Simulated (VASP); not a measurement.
Here is a VASP 6.6.1 calculation.

Contents of INCAR:

```
PREC     = Accurate       # precision mode
ENCUT    = 520            # plane-wave cutoff, eV
EDIFF    = 1E-6           # SCF threshold, eV
ISMEAR   = 0              # smearing method
SIGMA    = 0.01           # smearing width, eV
LREAL    = F              # projectors in reciprocal space
LASPH    = T              # aspherical terms in the spheres
NELM     = 80             # most SCF steps
ALGO     = Normal         # electronic algorithm
ISIF     = 2              # what is computed and relaxed
LWAVE    = F              # write WAVECAR
LCHARG   = T              # write CHGCAR
GGA      = PE             # functional
LELF     = T              # ELF
LVHAR    = T            
NBANDS   = 11             # bands
```

File KPOINTS:

```
regular mesh
0
Gamma
  6 6 6
```

Contents of POSCAR:

```
BeS
1.0
    0.0000000000      2.3856201057      2.4713416898
    2.3856201057      0.0000000000      2.4713416898
    2.3856201057      2.3856201057      0.0000000000
Be S
1 1
Direct
    0.0000000000      0.0000000000      0.0000000000
    0.2500000000      0.2500000000      0.2500000000
```

Potentials or basis: VASP PAW PBE potentials, release 64 (Be, S).

Launch:

```bash
$ cat potpaw_PBE.64/Be/POTCAR potpaw_PBE.64/S/POTCAR > POTCAR
$ mpirun -np 1 vasp_std > vasp.out
```

Q: What does it give for the pressure?

A: 3.0 GPa.

Q: Estimate the band gap on the k mesh.

A: 2.92 eV, indirect (least direct gap 5.59 eV).

Stress tensor (GPa, compression positive):
```
4.21 0.00 0.00
0.00 4.21 0.00
0.00 0.00 0.52
```

Caveat: the cell differs from its parent crystal (epitaxial xy strain -2.0%). A k mesh can miss the band edges.
